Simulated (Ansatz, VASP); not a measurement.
Two plane-wave programs on ZnCdF4

```
Zn Cd F
1.0
     3.69352    0.00000    0.00000
     0.00000    3.69352    0.00000
     0.00000    0.00000    6.82919
Zn Cd F
1 1 4
Direct
  0.00000 0.00000 0.00000
  0.50000 0.50000 0.50000
  0.00000 0.00000 0.67378
  0.50000 0.00000 0.00000
  0.00000 0.50000 0.00000
  0.00000 0.00000 0.32622
```

Alike in both runs: functional PBE; k mesh 4 × 4 × 4; occupations gaussian, width 0.1 eV; no spin polarisation.

Ansatz relaxed the structure, and its values are those at the end. VASP's run is a single point on that final structure, the one shown.

|  | VASP | Ansatz |
| --- | --- | --- |
| version | VASP 6.6.1 | Ansatz 0.2.0 |
| potentials or method | VASP PAW PBE potentials, release 64 (Zn, Cd_sv_GW, F), cutoff 600 eV | scalar-relativistic, plane waves, PAW |
| valence electrons in the cell | 60 | 60 |

Ansatz gave:

- gap on the k mesh at the Fermi level (eV): none
- pressure (GPa): 0.0

Estimate VASP's values.

gap on the k mesh at the Fermi level (eV): none; pressure (GPa): 0.1.

A gap of «none» marks a metal or a gap that the smearing closes.

The k mesh is coarse, so the values compare programs but aren't converged.
